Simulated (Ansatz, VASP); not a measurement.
# Si: VASP beside Ansatz

The input INCAR:

```
PREC     = Accurate       # precision mode
ENCUT    = 600            # plane-wave cutoff, eV
EDIFF    = 1E-7           # SCF threshold, eV
ISMEAR   = -1             # smearing method
SIGMA    = 0.1            # smearing width, eV
LREAL    = F              # projectors in reciprocal space
LASPH    = T              # aspherical terms in the spheres
NELM     = 60             # most SCF steps
ALGO     = Normal         # electronic algorithm
ISIF     = 3              # what is computed and relaxed
LWAVE    = F              # write WAVECAR
LCHARG   = F              # write CHGCAR
GGA      = RP             # functional
IBRION   = 2              # ionic algorithm
NSW      = 80             # ionic steps
EDIFFG   = -0.01          # ionic threshold
```

Contents of KPOINTS:

```
regular mesh
0
Gamma
  13 13 7
```

Contents of POSCAR:

```
Si
1.0
    2.7691764586      0.0000000000      0.0000000000
   -1.3845882293      2.3981771607      0.0000000000
    0.0000000000      0.0000000000      4.5220651569
Si
2
Direct
    0.3333333333      0.6666666667      0.2500000000
    0.6666666667      0.3333333333      0.7500000000
```

Input for Ansatz:

```yaml
crystal:
  lattice:
    - [2.7691764586, 0.0, 0.0]
    - [-1.3845882293, 2.3981771607, 0.0]
    - [0.0, 0.0, 4.5220651569]
  atoms:
    - { symbol: Si, position: [0.3333333333, 0.6666666667, 0.25] }
    - { symbol: Si, position: [0.6666666667, 0.3333333333, 0.75] }
hamiltonian:
  xc: rpbe
  pseudopotentials:
    kind: paw
    azcp:
      Si: "pseudopotentials/Si.paw.azcp"
basis:
  ecutwfc: 420
  fft_grid_basis: typed
kpoints:
  mp_grid: { grid: [13, 13, 7], shift: [0, 0, 0] }
magnetization:
  spin_polarized: false
scf:
  occupations: { method: fermi_dirac, width: 0.1 }
relax:
  max_steps: 60
  f_tol: 0.01
  cell: {}
output:
  write_density: true
  write_potential: true
  elf: true
  volumetric_format: npy
```

Alike in both runs: task relaxation of cell and atoms; functional RPBE; k mesh 13 × 13 × 7; occupations fermi-dirac, width 0.1 eV; no spin polarisation.

|  | VASP | Ansatz |
| --- | --- | --- |
| version | VASP 6.6.1 | Ansatz 0.2.0 |
| potentials or method | VASP PAW PBE potentials, release 64 (Si), cutoff 600 eV | plane waves (420 eV) with PAW, scalar-relativistic |
| valence electrons in the cell | 8 | 8 |

|  | VASP | Ansatz | Ansatz less VASP |
| --- | --- | --- | --- |
| relaxed volume (Å³/atom) | 14.48 | 14.57 | +0.091 |
| relaxed cell length with the largest relative difference (Å) | 2.706 | 2.712 | +0.0060 |

VASP's potentials were made for PBE, not for RPBE.
